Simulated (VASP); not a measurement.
# BAs (P6_3/mmc) in VASP: settings compared

The runs below take BAs through single point, relaxation of cell and atoms, with r2SCAN, PBE.

All numbers are computed with VASP 6.6.1; they aren't measurements. Logs are shortened: lines on timing, memory, paths and dates and some standing lists are left out, and cuts for length are marked.

**1. The cell of the first run**

Symmetry: P6_3/mmc, No. 194, hexagonal system. The conventional cell has a = 3.255 Å, b = 3.255 Å, c = 5.421 Å, α = 90.00°, β = 90.00°, γ = 120.00°. Within 3.1 Å of B (site symmetry -3m) lie 6 As at 2.32 Å and 2 B at 2.71 Å. Within 3.1 Å of As (site symmetry -6m2) lie 6 B at 2.32 Å.

**2. Single point, r2SCAN**

Input file POSCAR:

```
BAs
1.0
    3.2550128178      0.0000000000      0.0000000000
   -1.6275064089      2.8189237899      0.0000000000
    0.0000000000      0.0000000000      5.4210204989
B As
2 2
Direct
    0.0000000000      0.0000000000      0.0000000000
    0.0000000000      0.0000000000      0.5000000000
    0.3333333333      0.6666666667      0.2500000000
    0.6666666667      0.3333333333      0.7500000000
```

Input file INCAR.step1:

```
SYSTEM = BAs
  ALGO = Normal
  EDIFF = 1E-4
  ENCUT = 520
  GGA = PE
  ISMEAR = -1
  LASPH = .TRUE.
  LCHARG = .FALSE.
  LREAL = .FALSE.
  LWAVE = .TRUE.
  NBANDS = 16
  NELM = 60
  PREC = Accurate
  SIGMA = 0.02
```

Input file INCAR.step2:

```
SYSTEM = BAs
  ALGO = Normal
  EDIFF = 1E-7
  ENCUT = 520
  ISIF = 2
  ISMEAR = -1
  ISTART = 1
  LASPH = .TRUE.
  LCHARG = .TRUE.
  LELF = .TRUE.
  LMIXTAU = .TRUE.
  LREAL = .FALSE.
  LVHAR = .TRUE.
  LWAVE = .FALSE.
  METAGGA = R2SCAN
  NBANDS = 16
  NELM = 60
  PREC = Accurate
  SIGMA = 0.02
```

Input file KPOINTS:

```
k-points
0
G
  12 12 4
  0 0 0
```

Potentials or basis: VASP PAW PBE potentials, release 64 (B, As).

Started as:

```bash
$ cat potpaw_PBE.64/B/POTCAR potpaw_PBE.64/As/POTCAR > POTCAR
$ cp INCAR.step1 INCAR
$ mpirun -np 1 vasp_std > vasp.out
$ cp INCAR.step2 INCAR
$ mpirun -np 1 vasp_std > vasp.out
```

OUTCAR:

```text
SYSTEM = BAs
   EDIFF = 1E-7
   ENCUT = 520
   ISIF = 2
   ISMEAR = -1
   ISTART = 1
   LASPH = .TRUE.
   LREAL = .FALSE.
   METAGGA = R2SCAN
   NELM = 60
   PREC = Accurate

 ion  position               nearest neighbor table
   1  0.000  0.000  0.000-   3 2.32   4 2.32   4 2.32   3 2.32   4 2.32   3 2.32
   2  0.000  0.000  0.500-   3 2.32   4 2.32   4 2.32   3 2.32   4 2.32   3 2.32
   3  0.333  0.667  0.250-   1 2.32   2 2.32   1 2.32   2 2.32   1 2.32   2 2.32
   4  0.667  0.333  0.750-   1 2.32   2 2.32   1 2.32   2 2.32   1 2.32   2 2.32

  LATTYP: Found a hexagonal cell.
 ALAT       =     3.2550128178
 C/A-ratio  =     1.6654375274

  Lattice vectors:

 A1 = (   3.2550128178,   0.0000000000,   0.0000000000)
 A2 = (  -1.6275064089,   2.8189237899,   0.0000000000)
 A3 = (   0.0000000000,   0.0000000000,   5.4210204989)

Analysis of symmetry for initial positions (statically):
=====================================================================
 Subroutine PRICEL returns:
 Original cell was already a primitive cell.

 Routine SETGRP: Setting up the symmetry group for a
 hexagonal supercell.

 Subroutine GETGRP returns: Found 24 space group operations
 (whereof 12 operations were pure point group operations)
 out of a pool of 24 trial point group operations.

The static configuration has the point symmetry D_3d.
 The point group associated with its full space group is D_6h.

Analysis of symmetry for dynamics (positions and initial velocities):
=====================================================================
 Subroutine PRICEL returns:
 Original cell was already a primitive cell.

 Routine SETGRP: Setting up the symmetry group for a
 hexagonal supercell.

 Subroutine GETGRP returns: Found 24 space group operations
 (whereof 12 operations were pure point group operations)
 out of a pool of 24 trial point group operations.

The dynamic configuration has the point symmetry D_3d.
 The point group associated with its full space group is D_6h.

 Subroutine INISYM returns: Found 24 space group operations
 (whereof 12 operations are pure point group operations),
 and found     1 'primitive' translations

----------------------------------------------------------------------------------------

                                     Primitive cell

  volume of cell :      49.7413

  direct lattice vectors                    reciprocal lattice vectors
     3.255012818  0.000000000  0.000000000     0.307218452  0.177372656  0.000000000
    -1.627506409  2.818923790  0.000000000     0.000000000  0.354745312  0.000000000
     0.000000000  0.000000000  5.421020499     0.000000000  0.000000000  0.184467113

  length of vectors
     3.255012818  3.255012818  5.421020499     0.354745312  0.354745312  0.184467113

  position of ions in fractional coordinates (direct lattice)
     0.000000000  0.000000000  0.000000000
     0.000000000  0.000000000  0.500000000
     0.333333333  0.666666667  0.250000000
     0.666666667  0.333333333  0.750000000

  ion indices of the primitive-cell ions
   primitive index   ion index
                 1           1
                 2           2
                 3           3
                 4           4

----------------------------------------------------------------------------------------

 KPOINTS: k-points

Automatic generation of k-mesh.
 Grid dimensions read from file:
 generate k-points for:   12   12    4

 Generating k-lattice:

  Cartesian coordinates                     Fractional coordinates (reciprocal lattice)
     0.025601538  0.014781055  0.000000000     0.083333333 -0.000000000  0.000000000
     0.000000000  0.029562109  0.000000000     0.000000000  0.083333333  0.000000000
     0.000000000  0.000000000  0.046116778     0.000000000  0.000000000  0.250000000

  Length of vectors
     0.029562109  0.029562109  0.046116778

  Shift w.r.t. Gamma in fractional coordinates (k-lattice)
     0.000000000  0.000000000  0.000000000

 Subroutine IBZKPT returns following result:
 ===========================================

[... 52 lines left out ...]
      2      -5.3223      2.00000
      3      -2.6625      2.00000
      4       3.2046      2.00000
      5       5.1030      2.00000
      6       6.0836      2.00000
[... 8 lines left out ...]
     15      14.1779      0.00000
     16      16.4391      0.00000

 k-point     4 :       0.2500    0.0000    0.0000
  band No.  band energies     occupation
      1      -8.4347      2.00000
      2      -4.8090      2.00000
      3      -2.0527      2.00000
      4       1.1701      2.00000
      5       4.3236      2.00000
      6       4.3340      2.00000
[... 8 lines left out ...]
     15      14.9644      0.00000
     16      17.7184      0.00000

 k-point     5 :       0.3333    0.0000    0.0000
  band No.  band energies     occupation
      1      -7.5875      2.00000
      2      -4.2729      2.00000
      3      -1.2059      2.00000
      4      -0.5181      2.00000
      5       2.5740      2.00000
      6       3.7480      2.00000
[... 8 lines left out ...]
     15      16.3239      0.00000
     16      18.6197      0.00000

 k-point     6 :       0.4167    0.0000    0.0000
  band No.  band energies     occupation
      1      -6.5401      2.00000
      2      -4.3118      2.00000
      3      -1.2114      2.00000
      4      -0.1308      2.00000
      5       0.9723      2.00000
      6       2.6516      2.00000
[... 8 lines left out ...]
     15      17.4339      0.00000
     16      18.4071      0.00000
[... 267 lines left out ...]
 k-point    21 :       0.0833    0.0000    0.2500
  band No.  band energies     occupation
      1      -9.1217      2.00000
      2      -6.8301      2.00000
      3      -1.2915      2.00000
      4       5.0375      2.00000
      5       5.6107      2.00000
      6       6.1967      2.00000
[... 8 lines left out ...]
     15      15.5094      0.00000
     16      15.8596      0.00000

 k-point    22 :       0.1667    0.0000    0.2500
  band No.  band energies     occupation
      1      -8.7507      2.00000
      2      -6.4752      2.00000
      3      -0.9645      2.00000
      4       3.4617      2.00000
      5       4.9100      2.00000
      6       5.3949      2.00000
[... 8 lines left out ...]
     15      14.5421      0.00000
     16      16.6972      0.00000

 k-point    23 :       0.2500    0.0000    0.2500
  band No.  band energies     occupation
      1      -8.1382      2.00000
      2      -5.9039      2.00000
      3      -0.5185      2.00000
      4       1.5492      2.00000
      5       3.2068      2.00000
      6       4.6445      2.00000
[... 8 lines left out ...]
     15      14.6668      0.00000
     16      17.4421      0.00000

 k-point    24 :       0.3333    0.0000    0.2500
  band No.  band energies     occupation
      1      -7.2983      2.00000
      2      -5.1834      2.00000
      3      -0.8920      2.00000
      4       0.8381      2.00000
      5       1.4229      2.00000
      6       4.0685      2.00000
[... 8 lines left out ...]
     15      15.7403      0.00000
     16      17.8950      0.00000

 [... further k-points ...]
[... 5 lines left out ...]
  --------------------------------------------------------------------------------------
  -------------------------------------------------------------------------------------
  Total        0.0417317      0.0417317      0.0196985      0.0000000      0.0000000      0.0000000
  in kB        1.3441856      1.3441856      0.6344921      0.0000000      0.0000000      0.0000000
  external PRESSURE =       1.1076211 kB  Pullay stress =       0.0000000 kB

 VOLUME and BASIS-vectors are now :
 -----------------------------------------------------------------------------
  energy-cutoff  :      520.00
  volume of cell :       49.74
      direct lattice vectors                 reciprocal lattice vectors
     3.255012818  0.000000000  0.000000000     0.307218452  0.177372656  0.000000000
    -1.627506409  2.818923790  0.000000000     0.000000000  0.354745312  0.000000000
     0.000000000  0.000000000  5.421020499     0.000000000  0.000000000  0.184467113

 POSITION                                       TOTAL-FORCE (eV/Angst)
 -----------------------------------------------------------------------------------
      0.00000      0.00000      0.00000        -0.000000     -0.000000      0.000000
      0.00000      0.00000      2.71051         0.000000     -0.000000      0.000000
     -0.00000      1.87928      1.35526         0.000000     -0.000000      0.000000
      1.62751      0.93964      4.06577        -0.000000      0.000000     -0.000000
 -----------------------------------------------------------------------------------
    total drift:                               -0.000000      0.000000      0.000000

  FREE ENERGIE OF THE ION-ELECTRON SYSTEM (eV)
  ---------------------------------------------------
  free  energy   TOTEN  =       -39.9081550167 eV

  energy  without entropy=      -39.9065643077  energy(sigma->0) =      -39.90735966
```

It took 94 s on 1 thread of Intel Xeon 6975P-C (Granite Rapids), shared host; peak memory 0.19 GiB.

What came out:

```yaml
Free_energy: -39.9082 eV
Pressure: 0.1 GPa
Band_gap_on_the_k_mesh: zero (band 8 reaches 8.89 eV, above the bottom of band 9 at 2.75 eV)
```

Caveat: the PAW data sets were made with another functional, which shifts forces and pressure a little.

**3. Single point, r2SCAN**

POSCAR is that of step 2.

Input file INCAR.step1:

```
PREC = Accurate ; ENCUT = 520
ISMEAR = -1 ; SIGMA = 0.02
LREAL = F ; LASPH = T
NELM = 100 ; NBANDS = 16
GGA = PE ; ALGO = Normal
EDIFF = 1E-4 ; LWAVE = T
LCHARG = F
```

Input file INCAR.step2:

```
PREC = Accurate ; ENCUT = 520
EDIFF = 1E-6 ; ISMEAR = -1
SIGMA = 0.02 ; LREAL = F
LASPH = T ; NELM = 100
ALGO = Normal ; ISIF = 2
LWAVE = F ; LCHARG = F
METAGGA = R2SCAN ; LMIXTAU = T
NBANDS = 16 ; ISTART = 1
```

Input file KPOINTS:

```
regular mesh
0
Gamma
  12 12 6
```

Potentials or basis: VASP PAW PBE potentials, release 64 (B, As).

Started as:

```bash
$ cat potpaw_PBE.64/B/POTCAR potpaw_PBE.64/As/POTCAR > POTCAR
$ cp INCAR.step1 INCAR
$ mpirun -np 1 vasp_std > vasp.out
$ cp INCAR.step2 INCAR
$ mpirun -np 1 vasp_std > vasp.out
```

Run time: 2 min. Hardware: 1 thread of Intel Xeon 6975P-C (Granite Rapids), shared host; peak memory 0.2 GiB.

It converged, with:

* Free energy: -39.9064 eV
* Pressure: 0.3 GPa
* Band gap on the k mesh: zero (band 8 reaches 8.89 eV, above the bottom of band 9 at 2.75 eV)

Stress tensor (GPa, compression positive):
```
0.41 0.00 0.00
0.00 0.41 0.00
0.00 0.00 0.20
```

Levels at points of the mesh, in eV from the Fermi level:
```
           k point  band 5  band 6  band 7  band 8  band 9  band 10  band 11  band 12
(0.00, 0.00, 0.00)   -0.81    0.11    1.33    1.33    2.54     2.78     2.78     3.95
(0.50, 0.00, 0.00)   -6.14   -5.97   -3.96    1.11    1.12     1.67     2.57     3.74
(0.00, 0.00, 0.50)    0.04    0.04    0.04    0.04    3.65     3.65     4.13     4.13
(0.50, 0.00, 0.50)   -2.66   -2.66   -2.15   -2.15   -0.82    -0.82     3.66     3.66
```

Caveat: the PAW data sets were made with another functional, which shifts forces and pressure a little.

**4. Relaxation of cell and atoms, PBE**

This run uses another cell than the first one, of 9.95 Å³/atom, 0.800 times its volume.

Input file INCAR:

```
SYSTEM = BAs
PREC     = Accurate       ! precision mode
ENCUT    = 600            ! plane-wave cutoff, eV
EDIFF    = 1E-7           ! SCF threshold, eV
ISMEAR   = -1             ! smearing method
SIGMA    = 0.02           ! smearing width, eV
LREAL    = .FALSE.        ! projectors in reciprocal space
LASPH    = .TRUE.         ! aspherical terms in the spheres
NELM     = 100            ! most SCF steps
ALGO     = Normal         ! electronic algorithm
ISIF     = 3              ! what is computed and relaxed
LWAVE    = .FALSE.        ! write WAVECAR
LCHARG   = .FALSE.        ! write CHGCAR
GGA      = PE             ! functional
IBRION   = 2              ! ionic algorithm
NSW      = 80             ! ionic steps
EDIFFG   = -0.005         ! ionic threshold
```

Input file KPOINTS:

```
Automatic mesh
0
G
  12 12 6
  0 0 0
```

Input file POSCAR:

```
BAs
1.0
    3.0436513800      0.0000000000      0.0000000000
   -1.5218256900      2.6358794153      0.0000000000
    0.0000000000      0.0000000000      4.9611517494
B As
2 2
Direct
    0.0000000000      0.0000000000      0.0000000000
    0.0000000000      0.0000000000      0.5000000000
    0.3333333333      0.6666666667      0.2500000000
    0.6666666667      0.3333333333      0.7500000000
```

Started as:

```bash
$ cat potpaw_PBE.64/B/POTCAR potpaw_PBE.64/As/POTCAR > POTCAR
$ mpirun -np 1 vasp_std > vasp.out
```

Run time: 2.6 min. Hardware: 1 thread of Intel Xeon 6975P-C (Granite Rapids), shared host; peak memory 0.19 GiB.

It converged, with:

- Free energy: -18.8485 eV
- Relaxed volume: 12.59 Å³/atom
- Relaxed cell: a = 3.270 Å, b = 3.270 Å, c = 5.437 Å, α = 90.00°, β = 90.00°, γ = 120.00°
- Space group after relaxing (to 0.05 Å): P6_3/mmc (No. 194)
- Energy gained by relaxing: 329.7 meV/atom
- Ionic steps: 9
- Pressure after relaxing: 0.0 GPa
- Band gap on the k mesh: zero (band 8 reaches 8.77 eV, above the bottom of band 9 at 2.86 eV)

Step by step:
```tsv
step	energy change (eV)	largest force (eV/Å)	pressure (GPa)	volume (Å³)
1	0.0000	0.0000	48.39	39.80
2	-0.8159	0.0000	-14.65	59.73
3	-1.3185	0.0000	-0.22	50.46
4	-1.3184	0.0000	0.36	50.23
5	-1.3185	0.0000	0.36	50.23
6	-1.3186	0.0000	0.37	50.21
7	-1.3188	0.0000	0.16	50.29
8	-1.3188	0.0000	-0.07	50.39
9	-1.3188	0.0000	0.00	50.36
```

Final structure:
```
B As
1.0
     3.27040    0.00000    0.00000
    -1.63520    2.83225    0.00000
     0.00000    0.00000    5.43659
B As
2 2
Direct
  0.00000 0.00000 0.00000
  0.00000 0.00000 0.50000
  0.33333 0.66667 0.25000
  0.66667 0.33333 0.75000
```

Levels at points of the mesh, in eV from the Fermi level:
```csv
k point,band 5,band 6,band 7,band 8,band 9,band 10,band 11,band 12
"(0.00, 0.00, 0.00)",-0.75,0.14,1.30,1.30,2.12,2.53,2.53,3.36
"(0.50, 0.00, 0.00)",-5.78,-5.53,-3.69,1.02,1.13,1.40,2.44,3.24
"(0.00, 0.00, 0.50)",0.05,0.05,0.05,0.05,3.13,3.13,3.87,3.87
"(0.50, 0.00, 0.50)",-2.47,-2.47,-2.04,-2.04,-0.80,-0.80,3.30,3.30
```

Caveat: the volume moved by over 15 % at a fixed basis, so the end points are rough.

**5. Relaxation of cell and atoms, r2SCAN**

This run uses another cell than the first one, of 12.56 Å³/atom, 1.010 times its volume.

Input file POSCAR:

```
BAs
1.0
    3.2681491474      0.0000000000      0.0000000000
   -1.6340745737      2.8303001850      0.0000000000
    0.0000000000      0.0000000000      5.4307064937
B As
2 2
Direct
    0.0000000000      0.0000000000      0.0000000000
    0.0000000000      0.0000000000      0.5000000000
    0.3333333333      0.6666666667      0.2500000000
    0.6666666667      0.3333333333      0.7500000000
```

Input file INCAR.step1:

```
PREC = Accurate ; ENCUT = 600
ISMEAR = -1 ; SIGMA = 0.02
LREAL = False ; LASPH = True
NELM = 80 ; GGA = PE
ALGO = Normal ; EDIFF = 1E-4
LWAVE = True ; LCHARG = False
```

Input file INCAR.step2:

```
PREC = Accurate ; ENCUT = 600
EDIFF = 1E-6 ; ISMEAR = -1
SIGMA = 0.02 ; LREAL = False
LASPH = True ; NELM = 80
ALGO = Normal ; ISIF = 3
LWAVE = False ; LCHARG = False
METAGGA = R2SCAN ; LMIXTAU = True
IBRION = 2 ; NSW = 80
EDIFFG = -0.005 ; ISTART = 1
```

Input file KPOINTS:

```
regular mesh
0
Gamma
  12 12 4
```

Started as:

```bash
$ cat potpaw_PBE.64/B/POTCAR potpaw_PBE.64/As/POTCAR > POTCAR
$ cp INCAR.step1 INCAR
$ mpirun -np 1 vasp_std > vasp.out
$ cp INCAR.step2 INCAR
$ mpirun -np 1 vasp_std > vasp.out
```

Run time: 6.8 min. Hardware: 1 thread of Intel Xeon 6975P-C (Granite Rapids), shared host; peak memory 0.22 GiB.

Results (log left out):

```yaml
Free_energy: -39.9104 eV
Relaxed_volume: 12.45 Å³/atom
Relaxed_cell: a = 3.256 Å, b = 3.256 Å, c = 5.421 Å, α = 90.00°, β = 90.00°, γ = 120.00°
Space_group_after_relaxing_to_0.05_Å: P6_3/mmc (No. 194)
Energy_gained_by_relaxing: 0.4 meV/atom
Ionic_steps: 5
Pressure_after_relaxing: 0.0 GPa
Band_gap_on_the_k_mesh: zero (band 8 reaches 8.87 eV, above the bottom of band 9 at 2.75 eV)
```

Step by step:
| step | energy change (eV) | largest force (eV/Å) | pressure (GPa) | volume (Å³) |
| --- | --- | --- | --- | --- |
| 1 | 0.0000 | 0.0000 | -1.11 | 50.23 |
| 2 | -0.0014 | 0.0000 | 0.48 | 49.60 |
| 3 | -0.0016 | 0.0000 | 0.03 | 49.78 |
| 4 | -0.0016 | 0.0000 | 0.01 | 49.79 |
| 5 | -0.0017 | 0.0000 | -0.01 | 49.79 |

Final structure:
```
CELL_PARAMETERS angstrom
3.25644 0.00000 0.00000
-1.62822 2.82016 0.00000
0.00000 0.00000 5.42143
ATOMIC_POSITIONS crystal
B 0.00000 0.00000 0.00000
B 0.00000 0.00000 0.50000
As 0.33333 0.66667 0.25000
As 0.66667 0.33333 0.75000
```

Levels at points of the mesh, in eV from the Fermi level:
| k point | band 6 | band 7 | band 8 | band 9 | band 10 | band 11 |
| --- | --- | --- | --- | --- | --- | --- |
| (0.00, 0.00, 0.00) | 0.13 | 1.34 | 1.34 | 2.55 | 2.79 | 2.79 |
| (0.50, 0.00, 0.00) | -5.96 | -3.94 | 1.13 | 1.14 | 1.69 | 2.58 |
| (0.00, 0.00, 0.50) | 0.05 | 0.05 | 0.05 | 3.65 | 3.65 | 4.14 |
| (0.50, 0.00, 0.50) | -2.64 | -2.13 | -2.13 | -0.80 | -0.80 | 3.68 |

Caveat: the PAW data sets were made with another functional, which shifts forces and pressure a little.

**6. Summary**

```csv
task,level,cell,k mesh,cutoff (eV),gap on the mesh (eV),pressure (GPa),relaxed volume (Å³/atom)
single point,r2SCAN,"a = 3.255, b = 3.255, c = 5.421 Å, angles 90.0, 90.0, 120.0°, 4 atoms",12 × 12 × 4,520,none,0.1,-
single point,r2SCAN,"a = 3.255, b = 3.255, c = 5.421 Å, angles 90.0, 90.0, 120.0°, 4 atoms",12 × 12 × 6,520,none,0.3,-
relaxation of cell and atoms,PBE,"relaxed from a = 3.044, b = 3.044, c = 4.961 Å, angles 90.0, 90.0, 120.0°, 4 atoms",12 × 12 × 6,600,none,0.0,12.59
relaxation of cell and atoms,r2SCAN,"relaxed from a = 3.268, b = 3.268, c = 5.431 Å, angles 90.0, 90.0, 120.0°, 4 atoms",12 × 12 × 4,600,none,0.0,12.45
```

Alike in all rows: potentials or basis VASP PAW PBE potentials, release 64 (B, As); no spin polarisation; smearing fermi-dirac 0.02 eV.

Caveats: the PAW data sets were made with another functional, which shifts forces and pressure a little (some runs); the volume moved by over 15 % at a fixed basis, so the end points are rough (some runs).

Total energies depend on the potentials used, so only differences within one code and one set of settings carry meaning.
